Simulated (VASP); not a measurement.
Write the native input for VASP 6.6.1 that does the following.

```
Task                   : single point
Functional             : PBE
Potentials or basis    : VASP PAW PBE potentials, release 64 (Ba_sv, Ti_sv, O)
Cutoff                 : 520 eV
k mesh                 : 4 × 6 × 4
Occupations            : fermi-dirac, width 0.1 eV
Spin                   : no spin polarisation
Hubbard terms          : Ti d U = 1.48 eV
Dipole correction      : no
Further INCAR settings : ALGO = Normal; EDIFF = 1e-07; NBANDS = 51
```

The structure of BaTiO3 lies in POSCAR:

```
BaTiO3
1.0
   -3.9521350800      0.0000000000     -3.9843723000
    0.0000000000     -3.9521350800      0.0000000000
   -3.9521350800      0.0000000000      3.9843723000
Ba Ti O
2 2 6
Direct
    0.9995864135      0.0000000000      0.0004135865
    0.4995864135      0.0000000000      0.5004135865
    0.9946382003      0.5000000000      0.5053617997
    0.4946382003      0.5000000000      0.0053617997
    0.7572566410      0.5000000000      0.7427433590
    0.2572566410      0.5000000000      0.2427433590
    0.5050132614      0.0000000000      0.9949867386
    0.0050132614      0.0000000000      0.4949867386
    0.7550054839      0.5000000000      0.2449945161
    0.2550054839      0.5000000000      0.7449945161
```

The input as run:

INCAR

```
ALGO = Normal
EDIFF = 1E-7
ENCUT = 520
GGA = PE
ISIF = 2
ISMEAR = -1
LASPH = T
LCHARG = F
LDAU = T
LDAUJ = 0 0 0
LDAUL = -1 2 -1
LDAUPRINT = 1
LDAUTYPE = 2
LDAUU = 0 1.48 0
LMAXMIX = 4
LREAL = F
LWAVE = F
NBANDS = 51
NELM = 150
PREC = Accurate
SIGMA = 0.1
```

KPOINTS

```
k-points
0
Gamma
  4 6 4
```

Potentials or basis: VASP PAW PBE potentials, release 64 (Ba_sv, Ti_sv, O).

The run is started by

```sh
$ cat potpaw_PBE.64/Ba_sv/POTCAR potpaw_PBE.64/Ti_sv/POTCAR potpaw_PBE.64/O/POTCAR > POTCAR
$ mpirun -np 1 vasp_std > vasp.out
```

It gave:

| Property | Result |
| --- | --- |
| Pressure | 11.6 GPa |
| Largest force | 0.149 eV/Å |
| Band gap on the k mesh | 1.99 eV |

Caveat: the cell stands under pressure; spin-orbit coupling is left out, which moves the levels of the heavy elements.

It took 3.4 min on 1 thread of Intel(R) Xeon(R) Platinum 8259CL CPU @ 2.50GHz (Skylake/Cascade Lake), with other jobs on the host, peak memory 0.31 GiB.
